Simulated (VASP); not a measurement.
GaSb3, 4 atoms in the cell. Symmetry: C2/m, No. 12, monoclinic system. Conventional cell: a = 6.448 Å, b = 7.244 Å, c = 4.780 Å, α = 90.00°, β = 130.76°, γ = 90.00°. Within 3.9 Å of Ga (site symmetry 2/m) lie 14 Sb at 3.00 to 3.62 Å. Sb (site symmetry 2) has 4 Ga at 3.00 to 3.05 Å and 10 Sb at 3.00 to 3.62 Å within 3.9 Å. Within 3.9 Å of Sb (site symmetry 2/m) lie 8 Sb at 3.00 to 3.05 Å and 6 Ga at 3.22 to 3.62 Å.  This cell differs from its parent crystal: engineering shear strain xz -0.0267, normal strain along z -0.1100.

```yaml
Program: VASP 6.6.1
Task: single point
Functional: LDA
Potentials_or_basis: VASP PAW LDA potentials, release 64 (Ga_d, Sb)
Cutoff: 520 eV
k_mesh: 10 × 10 × 10
Occupations: gaussian, width 0.15 eV
Spin: no spin polarisation
Dipole_correction: no
Further_INCAR_settings: ALGO = Normal; EDIFF = 1e-06; NBANDS = 22
```

Potentials or basis: VASP PAW LDA potentials, release 64 (Ga_d, Sb).

The run is started by

```bash
$ cat potpaw_LDA.64/Ga_d/POTCAR potpaw_LDA.64/Sb/POTCAR > POTCAR
$ mpirun -np 1 vasp_std > vasp.out
```

Hardware: 1 thread of Intel Xeon 6975P-C, with other jobs on the host.

**Question.** How long does it take, and how much memory?

**Answer.** Wall time 5 min on 1 thread of Intel Xeon 6975P-C (shared host), peak memory 0.56 GiB. Counts: scf iterations 11, k points 282.
